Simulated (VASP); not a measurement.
A run of VASP 6.6.1 is set up as follows.

File INCAR:

```
PREC     = Accurate       # precision mode
ENCUT    = 520            # plane-wave cutoff, eV
EDIFF    = 1E-6           # SCF threshold, eV
ISMEAR   = 0              # smearing method
SIGMA    = 0.15           # smearing width, eV
LREAL    = F              # projectors in reciprocal space
LASPH    = T              # aspherical terms in the spheres
NELM     = 80             # most SCF steps
ALGO     = Fast           # electronic algorithm
ISIF     = 2              # what is computed and relaxed
LWAVE    = F              # write WAVECAR
LCHARG   = F              # write CHGCAR
GGA      = PS             # functional
NBANDS   = 21             # bands
```

The input KPOINTS:

```
Automatic mesh
0
Gamma
  20 20 12
```

Contents of POSCAR:

```
Sn
1.0
   -1.8723950223      1.8723950223      1.8723950223
    1.8723950223     -1.8723950223      1.8723950223
    3.7447900446      3.7447900446      0.0000000000
Sn
2
Direct
   -0.0755296583      0.0755296583      0.0000000000
    0.5755296583      0.4244703417      0.5000000000
```

Potentials or basis: VASP PAW PBE potentials, release 64 (Sn_d).

Launch:

```console
$ cat potpaw_PBE.64/Sn_d/POTCAR > POTCAR
$ mpirun -np 1 vasp_std > vasp.out
```

(1) Estimate the band gap on the k mesh.

(2) Estimate the largest force.

Answers

(1) zero (bands 14 and 15 overlap by 6.71 eV).

(2) 0.071 eV/Å.

Caveat: the cell differs from its parent crystal (atoms displaced along a vibrational mode); the PAW data sets were made with another functional, which shifts forces and pressure a little; spin-orbit coupling is left out, which moves the levels of the heavy elements.
